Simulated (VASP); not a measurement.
# CrInF3 (Pm-3m) in VASP: notebook

Runs on CrInF3. Level: PBE. Tasks: single point, relaxation of cell and atoms.

Program: VASP 6.6.1. These are calculated values, not measurements. Logs are shortened: lines on timing, memory, paths and dates and some standing lists are left out, and cuts for length are marked.

## (1) The cell of the first run

Symmetry: Pm-3m, No. 221, cubic system. The conventional cell has a = 4.242 Å, b = 4.242 Å, c = 4.242 Å, α = 90.00°, β = 90.00°, γ = 90.00°. Cr (site symmetry m-3m) has 6 F at 2.12 Å within 2.8 Å. Within 3.9 Å of In (site symmetry m-3m) lie 12 F at 3.00 Å and 8 Cr at 3.67 Å. Within 2.8 Å of F (site symmetry 4/mmm) lie 2 Cr at 2.12 Å.

## (2) Single point, PBE, collinear spin, ferromagnetic start

INCAR reads:

```
SYSTEM = CrInF3
  PREC = Accurate
  ENCUT = 520
  EDIFF = 1E-6
  ISMEAR = 0
  SIGMA = 0.1
  LREAL = .FALSE.
  LASPH = .TRUE.
  NELM = 150
  ALGO = Normal
  ISIF = 2
  LWAVE = .FALSE.
  LCHARG = .FALSE.
  ISPIN = 2
  MAGMOM = 3.56 0 0 0 0
  LORBIT = 11
  LMAXMIX = 4
  GGA = PE
  NBANDS = 35
```

KPOINTS reads:

```
Automatic mesh
0
G
  10 10 10
  0 0 0
```

POSCAR reads:

```
CrInF3
1.0
    4.2420731789      0.0000000000      0.0000000000
    0.0000000000      4.2420731789      0.0000000000
    0.0000000000      0.0000000000      4.2420731789
Cr In F
1 1 3
Direct
    0.0000000000      0.0000000000      0.0000000000
    0.5000000000      0.5000000000      0.5000000000
    0.5000000000      0.0000000000      0.0000000000
    0.0000000000      0.0000000000      0.5000000000
    0.0000000000      0.5000000000      0.0000000000
```

Potentials or basis: VASP PAW PBE potentials, release 64 (Cr_pv, In_d, F).

Run with:

```sh
> cat potpaw_PBE.64/Cr_pv/POTCAR potpaw_PBE.64/In_d/POTCAR potpaw_PBE.64/F/POTCAR > POTCAR
> mpirun -np 1 vasp_std > vasp.out
```

OUTCAR:

```text
SYSTEM = CrInF3
   PREC = Accurate
   ENCUT = 520
   EDIFF = 1E-6
   ISMEAR = 0
   LREAL = .FALSE.
   LASPH = .TRUE.
   NELM = 150
   ISIF = 2
   ISPIN = 2
   LORBIT = 11
   GGA = PE

 ion  position               nearest neighbor table
   1  0.000  0.000  0.000-   3 2.12   4 2.12   5 2.12   4 2.12   5 2.12   3 2.12
   2  0.500  0.500  0.500-
   3  0.500  0.000  0.000-   1 2.12   1 2.12
   4  0.000  0.000  0.500-   1 2.12   1 2.12
   5  0.000  0.500  0.000-   1 2.12   1 2.12

  LATTYP: Found a simple cubic cell.
 ALAT       =     4.2420731789

  Lattice vectors:

 A1 = (   4.2420731789,   0.0000000000,   0.0000000000)
 A2 = (   0.0000000000,   4.2420731789,   0.0000000000)
 A3 = (   0.0000000000,   0.0000000000,   4.2420731789)

Analysis of symmetry for initial positions (statically):
=====================================================================
 Subroutine PRICEL returns:
 Original cell was already a primitive cell.

 Routine SETGRP: Setting up the symmetry group for a
 simple cubic supercell.

 Subroutine GETGRP returns: Found 48 space group operations
 (whereof 48 operations were pure point group operations)
 out of a pool of 48 trial point group operations.

The static configuration has the point symmetry O_h .

Analysis of symmetry for dynamics (positions and initial velocities):
=====================================================================
 Subroutine PRICEL returns:
 Original cell was already a primitive cell.

 Routine SETGRP: Setting up the symmetry group for a
 simple cubic supercell.

 Subroutine GETGRP returns: Found 48 space group operations
 (whereof 48 operations were pure point group operations)
 out of a pool of 48 trial point group operations.

The dynamic configuration has the point symmetry O_h .

Analysis of structural, dynamic, and magnetic symmetry:
=====================================================================
 Subroutine PRICEL returns:
 Original cell was already a primitive cell.

 Routine SETGRP: Setting up the symmetry group for a
 simple cubic supercell.

 Subroutine GETGRP returns: Found 48 space group operations
 (whereof 48 operations were pure point group operations)
 out of a pool of 48 trial point group operations.

The overall configuration has the point symmetry O_h .

 Subroutine INISYM returns: Found 48 space group operations
 (whereof 48 operations are pure point group operations),
 and found     1 'primitive' translations

----------------------------------------------------------------------------------------

                                     Primitive cell

  volume of cell :      76.3369

  direct lattice vectors                    reciprocal lattice vectors
     4.242073179  0.000000000  0.000000000     0.235733793  0.000000000  0.000000000
     0.000000000  4.242073179  0.000000000     0.000000000  0.235733793  0.000000000
     0.000000000  0.000000000  4.242073179     0.000000000  0.000000000  0.235733793

  length of vectors
     4.242073179  4.242073179  4.242073179     0.235733793  0.235733793  0.235733793

  position of ions in fractional coordinates (direct lattice)
     0.000000000  0.000000000  0.000000000
     0.500000000  0.500000000  0.500000000
     0.500000000  0.000000000  0.000000000
     0.000000000  0.000000000  0.500000000
     0.000000000  0.500000000  0.000000000

  ion indices of the primitive-cell ions
   primitive index   ion index
                 1           1
                 2           2
                 3           3
                 4           4
                 5           5

----------------------------------------------------------------------------------------

 KPOINTS: Automatic mesh

Automatic generation of k-mesh.
 Grid dimensions read from file:
 generate k-points for:   10   10   10

 Generating k-lattice:

  Cartesian coordinates                     Fractional coordinates (reciprocal lattice)
     0.023573379  0.000000000  0.000000000     0.100000000  0.000000000  0.000000000
     0.000000000  0.023573379  0.000000000     0.000000000  0.100000000  0.000000000
     0.000000000  0.000000000  0.023573379     0.000000000  0.000000000  0.100000000

  Length of vectors
     0.023573379  0.023573379  0.023573379

  Shift w.r.t. Gamma in fractional coordinates (k-lattice)
     0.000000000  0.000000000  0.000000000

 Subroutine IBZKPT returns following result:
 ===========================================

 Found     56 irreducible k-points:

 Following reciprocal coordinates:
            Coordinates               Weight
  0.000000  0.000000  0.000000      1.000000
  0.100000  0.000000  0.000000      6.000000
  0.200000  0.000000  0.000000      6.000000
  0.300000  0.000000  0.000000      6.000000
  0.400000  0.000000  0.000000      6.000000
  0.500000  0.000000  0.000000      3.000000
[... 16 lines left out ...]
  0.200000  0.100000  0.100000     24.000000
  0.300000  0.100000  0.100000     24.000000
 [... further k-points ...]
   k-points           NKPTS =     56   k-points in BZ     NKDIM =     56   number of bands    NBANDS=     35
   number of dos      NEDOS =    301   number of ions     NIONS =      5
   total plane-waves  NPLWV =  32768
   dimension x,y,z NGX =    32 NGY =   32 NGZ =   32
   dimension x,y,z NGXF=    64 NGYF=   64 NGZF=   64
   ions per type =               1   1   3
   NGX,Y,Z   is equivalent  to a cutoff of  12.54, 12.54, 12.54 a.u.
   NGXF,Y,Z  is equivalent  to a cutoff of  25.08, 25.08, 25.08 a.u.
 SYSTEM =  CrInF3
   PREC   = accura    normal or accurate (medium, high low for compatibility)
   ISTART =      0    job   : 0-new  1-cont  2-samecut
   ICHARG =      2    charge: 1-file 2-atom 10-const
   ISPIN  =      2    spin polarized calculation?
   LNONCOLLINEAR =      F non collinear calculations
   LSORBIT =      F    spin-orbit coupling
   LASPH  =      T    aspherical Exc in radial PAW
   ENCUT  =  520.0 eV  38.22 Ry    6.18 a.u.   7.89  7.89  7.89*2*pi/ulx,y,z
   NELM   =    150;   NELMIN=  2; NELMDL= -5     # of ELM steps
   EDIFF  = 0.1E-05   stopping-criterion for ELM
   LREAL  =      F    real-space projection
   EDIFFG = 0.1E-04   stopping-criterion for IOM
   NSW    =      0    number of steps for IOM
   IBRION =     -1    ionic relax: 0-MD 1-quasi-New 2-CG
   NFREE  =      0    steps in history (QN), initial steepest desc. (CG)
   ISIF   =      2    stress and relaxation
   ISYM   =      2    0-nonsym 1-usesym 2-fastsym
   POTIM  = 0.5000    time-step for ionic-motion
   TEBEG  =    0.0;   TEEND  =   0.0 temperature during run
   PSTRESS=    0.0 pullay stress
   NELECT =      46.0000    total number of electrons
   NUPDOWN=      -1.0000    fix difference up-down
   EMIN   =  10.00;   EMAX   =-10.00  energy-range for DOS
   EFERMI =   0.00;   METHOD = LEGACY
   ISMEAR =     0;   SIGMA  =   0.10  broadening in eV -4-tet -1-fermi 0-gaus
   EFERMI_NEDOS =   21; number of points for ismear=-14 and -15
   IALGO  =     38    algorithm
   IMIX   =      4    mixing-type and parameters
     AMIX     =   0.40;   BMIX     =  1.00
     AMIX_MAG =   1.60;   BMIX_MAG =  1.00
  volume/ion in A,a.u.               =      15.27       103.03
  Fermi-wavevector in a.u.,A,eV,Ry     =   1.382768  2.613052 26.014979  1.912047
  Thomas-Fermi vector in A             =   2.507428
   LORBIT       =     11    0 simple, 1 ext, 2 COOP (PROOUT), +10 PAW based schemes
   GGA     = PE    functional components
   LHFCALC =     F    Hartree Fock is set to
   AEXX    =    0.0000 exact exchange contribution
   IVDW    =     0    specifies the selected vdW correction
   LEPSILON=     F    determine dielectric tensor
   LRPA    =     F    only Hartree local field effects (RPA)
 spin polarized calculation
 Gauss-broadening in eV      SIGMA  =   0.10
  energy-cutoff  :      520.00
  volume of cell :       76.34
 maximum number of plane-waves:      2103
 NGX is ok and might be reduce to    32
   NGX = 15   NGY = 15   NGZ = 15

 number of electron      45.9999993 magnetization       4.0000292

 Free energy of the ion-electron system (eV)
  ---------------------------------------------------
  ext. energy  EPLUGINS =         0.00000000
  ---------------------------------------------------
  free energy    TOTEN  =       -27.44651171 eV

  energy without entropy =      -27.44189818  energy(sigma->0) =      -27.44420495

 E-fermi :   5.3614     XC(G=0):  -9.8938

 val. band max:        5.2892506362   @ k =   0.3000   0.1000   0.1000
 cond. band min:       5.3894791737   @ k =   0.3000   0.3000   0.2000
 fundamental gap:      0.1002285375
 Fermi energy:         5.3613829627

 spin component 1

 k-point     1 :       0.0000    0.0000    0.0000
  band No.  band energies     occupation
      1     -39.3091      1.00000
      2     -39.3091      1.00000
      3     -39.3091      1.00000
      4     -19.6652      1.00000
      5     -19.2640      1.00000
      6     -19.2640      1.00000
[... 27 lines left out ...]
     34      17.1098      0.00000
     35      17.1098      0.00000
[... 843 lines left out ...]
      5     -19.2798      1.00000
      6     -19.2623      1.00000
[... 27 lines left out ...]
     34      14.9531      0.00000
     35      15.8844      0.00000

 [... further k-points ...]

 spin component 2

 k-point     1 :       0.0000    0.0000    0.0000
  band No.  band energies     occupation
      1     -35.5068      1.00000
      2     -35.5068      1.00000
      3     -35.5068      1.00000
      4     -19.6083      1.00000
      5     -19.2209      1.00000
      6     -19.2209      1.00000
[... 27 lines left out ...]
     34      17.7200      0.00000
     35      17.7200      0.00000
[... 843 lines left out ...]
      5     -19.2322      1.00000
      6     -19.2185      1.00000
[... 27 lines left out ...]
     34      16.2508      0.00000
     35      16.3242      0.00000

 [... further k-points ...]
[... 5 lines left out ...]
  --------------------------------------------------------------------------------------
  -------------------------------------------------------------------------------------
  Total       -0.0701328     -0.0701328     -0.0701328      0.0000000      0.0000000      0.0000000
  in kB       -1.4719653     -1.4719653     -1.4719653      0.0000000      0.0000000      0.0000000
  external PRESSURE =      -1.4719653 kB  Pullay stress =       0.0000000 kB

 VOLUME and BASIS-vectors are now :
 -----------------------------------------------------------------------------
  energy-cutoff  :      520.00
  volume of cell :       76.34
      direct lattice vectors                 reciprocal lattice vectors
     4.242073179  0.000000000  0.000000000     0.235733793  0.000000000  0.000000000
     0.000000000  4.242073179  0.000000000     0.000000000  0.235733793  0.000000000
     0.000000000  0.000000000  4.242073179     0.000000000  0.000000000  0.235733793

 POSITION                                       TOTAL-FORCE (eV/Angst)
 -----------------------------------------------------------------------------------
      0.00000      0.00000      0.00000         0.000000      0.000000      0.000000
      2.12104      2.12104      2.12104         0.000000      0.000000      0.000000
      2.12104      0.00000      0.00000         0.000000      0.000000      0.000000
      0.00000      0.00000      2.12104         0.000000      0.000000      0.000000
      0.00000      2.12104      0.00000         0.000000      0.000000      0.000000
 -----------------------------------------------------------------------------------
    total drift:                                0.000000      0.000000     -0.000000

  FREE ENERGIE OF THE ION-ELECTRON SYSTEM (eV)
  ---------------------------------------------------
  free  energy   TOTEN  =       -27.4465117148 eV

  energy  without entropy=      -27.4418981833  energy(sigma->0) =      -27.44420495

 total charge

# of ion       s       p       d       tot
------------------------------------------
    1        0.162   6.144   4.087  10.393
    2        1.235   0.097   9.853  11.185
    3        1.740   4.331   0.000   6.071
    4        1.740   4.331   0.000   6.071
    5        1.740   4.331   0.000   6.071
--------------------------------------------------
tot          6.617  19.236  13.939  39.792

 magnetization (x)

# of ion       s       p       d       tot
------------------------------------------
    1        0.029   0.020   3.642   3.690
    2       -0.001   0.009   0.001   0.009
    3        0.006   0.008   0.000   0.014
    4        0.006   0.008   0.000   0.014
    5        0.006   0.008   0.000   0.014
--------------------------------------------------
tot          0.045   0.054   3.642   3.741
```

It took 3.3 min on 1 thread of Intel Xeon Platinum 8259CL at 2.50GHz (Skylake/Cascade Lake), shared host; peak memory 0.35 GiB.

Results:

```
Free energy                                           : -27.4465 eV
Pressure                                              : -0.1 GPa
Band gap on the k mesh                                : zero (filled and empty bands overlap)
Net moment                                            : 4.00 μB per cell
Site moments                                          : Cr +3.69; In +0.01; F +0.01 μB
Valence electrons inside the program's atomic spheres : Cr 10.39; In 11.19; F 6.07
```

Levels at points of the mesh, in eV from the Fermi level:
Spin up:
```tsv
k point	band 22	band 23	band 24	band 25	band 26	band 27	band 28	band 29
(0.00, 0.00, 0.00)	-1.82	-1.82	-1.82	-0.75	-0.75	4.27	4.27	4.27
(0.50, 0.00, 0.00)	-1.82	-1.32	-1.32	-0.74	-0.40	1.02	4.08	4.08
(0.50, 0.50, 0.00)	-1.30	-1.30	-0.97	-0.40	1.13	1.65	1.65	3.64
(0.50, 0.50, 0.50)	-0.97	-0.97	-0.97	1.13	1.13	2.97	2.97	2.97
```
Spin down:
| k point | band 17 | band 18 | band 19 | band 20 | band 21 | band 22 | band 23 | band 24 | band 25 | band 26 |
| --- | --- | --- | --- | --- | --- | --- | --- | --- | --- | --- |
| (0.00, 0.00, 0.00) | -5.73 | -5.73 | -5.73 | -5.73 | -5.22 | 1.81 | 1.81 | 1.81 | 2.22 | 2.22 |
| (0.50, 0.00, 0.00) | -6.17 | -5.82 | -5.66 | -5.66 | -2.92 | 0.34 | 1.84 | 2.09 | 2.09 | 2.24 |
| (0.50, 0.50, 0.00) | -6.28 | -6.03 | -6.03 | -5.24 | -2.73 | 1.73 | 1.73 | 2.30 | 2.30 | 2.48 |
| (0.50, 0.50, 0.50) | -7.03 | -5.25 | -5.25 | -5.25 | -3.79 | 2.44 | 2.44 | 2.44 | 3.33 | 3.33 |

Caveat: spin-orbit coupling is left out, which moves the levels of the heavy elements; a cell with one magnetic atom can't hold antiferromagnetic order, which such compounds often take; semilocal functionals often make such compounds metallic where correlation or magnetic order opens a gap, which also shifts bond lengths. With open d or f shells a metallic result of PBE can be an artefact of self-interaction; +U or a hybrid may open a gap.

## (3) Single point, PBE, collinear spin, ferromagnetic start

INCAR: that of step 2 with these lines changed.

```diff
@@ -3,3 +3,3 @@
   ENCUT = 520
-  EDIFF = 1E-6
+  EDIFF = 1E-7
   ISMEAR = 0
@@ -14,3 +14,3 @@
   ISPIN = 2
-  MAGMOM = 3.56 0 0 0 0
+  MAGMOM = 3 0 0 0 0
   LORBIT = 11
```

KPOINTS reads:

```
Automatic mesh
0
G
  4 4 4
  0 0 0
```

POSCAR: that of step 2 with these lines changed.

```diff
@@ -2,5 +2,5 @@
 1.0
-    4.2420731789      0.0000000000      0.0000000000
-    0.0000000000      4.2420731789      0.0000000000
-    0.0000000000      0.0000000000      4.2420731789
+    4.2436567494      0.0000000000      0.0000000000
+    0.0000000000      4.2436567494      0.0000000000
+    0.0000000000      0.0000000000      4.2436567494
 Cr In F
```

Potentials or basis: VASP PAW PBE potentials, release 64 (Cr_pv, In_d, F).

Run with:

```sh
> cat potpaw_PBE.64/Cr_pv/POTCAR potpaw_PBE.64/In_d/POTCAR potpaw_PBE.64/F/POTCAR > POTCAR
> mpirun -np 1 vasp_std > vasp.out
```

Run time: 44 s. Hardware: 1 thread of Intel Xeon Platinum 8259CL at 2.50GHz (Skylake/Cascade Lake), shared host; peak memory 0.22 GiB.

The run converged. Its results:

| Property | Result |
| --- | --- |
| Free energy | -27.4198 eV |
| Pressure | -0.1 GPa |
| Band gap on the k mesh | zero (filled and empty bands overlap) |
| Net moment | 4.00 μB per cell |
| Site moments | Cr +3.69; In +0.01; F +0.01 μB |
| Valence electrons inside the program's atomic spheres | Cr 10.39; In 11.18; F 6.07 |

Levels at points of the mesh, in eV from the Fermi level:
Spin up:
```
           k point  band 23  band 24  band 25  band 26  band 27  band 28
(0.00, 0.00, 0.00)    -1.96    -1.96    -0.89    -0.89     4.13     4.13
(0.50, 0.00, 0.00)    -1.46    -1.46    -0.88    -0.54     0.88     3.94
(0.50, 0.50, 0.00)    -1.44    -1.11    -0.54     0.99     1.51     1.51
(0.50, 0.50, 0.50)    -1.11    -1.11     0.99     0.99     2.83     2.83
```
Spin down:
```csv
k point,band 17,band 18,band 19,band 20,band 21,band 22,band 23,band 24,band 25,band 26
"(0.00, 0.00, 0.00)",-5.86,-5.86,-5.86,-5.86,-5.35,1.67,1.67,1.67,2.08,2.08
"(0.50, 0.00, 0.00)",-6.30,-5.95,-5.79,-5.79,-3.06,0.20,1.70,1.96,1.96,2.11
"(0.50, 0.50, 0.00)",-6.41,-6.16,-6.16,-5.37,-2.87,1.59,1.59,2.16,2.16,2.34
"(0.50, 0.50, 0.50)",-7.16,-5.38,-5.38,-5.38,-3.93,2.30,2.30,2.30,3.19,3.19
```

Caveat: the k points lie up to 0.37 Å⁻¹ apart; spin-orbit coupling is left out, which moves the levels of the heavy elements; a cell with one magnetic atom can't hold antiferromagnetic order, which such compounds often take; semilocal functionals often make such compounds metallic where correlation or magnetic order opens a gap, which also shifts bond lengths. With open d or f shells a metallic result of PBE can be an artefact of self-interaction; +U or a hybrid may open a gap.

[end of part 1 of 2]
